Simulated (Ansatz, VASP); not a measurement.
Ta2SiO3 in VASP and in Ansatz

```
Ta Si O
1.0
     2.88198    0.00000    0.00000
     0.00000    2.88198    0.00000
     0.00000    0.00000    8.72557
Ta Si O
2 1 3
Direct
  0.50000 0.50000 0.32482
  0.50000 0.50000 0.67518
  0.50000 0.50000 0.00000
  0.00000 0.00000 0.83907
  0.00000 0.00000 0.16093
  0.00000 0.00000 0.50000
```

Change from the starting cell: species swapped into the Li3Tl2Cd type (P4/mmm, No. 123).

Alike in both runs: task single point; functional PBE; k mesh 6 × 6 × 2; occupations gaussian, width 0.1 eV; no spin polarisation.

|  | VASP | Ansatz |
| --- | --- | --- |
| version | VASP 6.6.1 | Ansatz 0.2.0 |
| potentials or method | VASP PAW PBE potentials, release 64 (Ta_pv, Si, O), cutoff 520 eV | scalar-relativistic, plane waves, PAW |
| valence electrons in the cell | 44 | 48 |

Ansatz gave:

| Property | Result |
| --- | --- |
| gap on the k mesh at the Fermi level (eV) | none |
| pressure (GPa) | -12.7 |
| traceless stress, the component that is largest in VASP (GPa) | -3.46 |
| rms of the force components (eV/Å) | 1.108 |

Which values does VASP return?

gap on the k mesh at the Fermi level (eV): none; pressure (GPa): -12.7; traceless stress, the component that is largest in VASP (GPa): -3.43; rms of the force components (eV/Å): 1.098.

Atom by atom the forces differ by 0.011 eV/Å (rms over components). A gap of «none» marks a metal or a gap that the smearing closes. VASP's potentials hold 44 valence electrons a cell and Ansatz's 48, so a difference there can come from the potentials and not from the codes.

The k mesh is coarse, so the values compare programs but aren't converged. Neither program's run includes spin-orbit coupling.
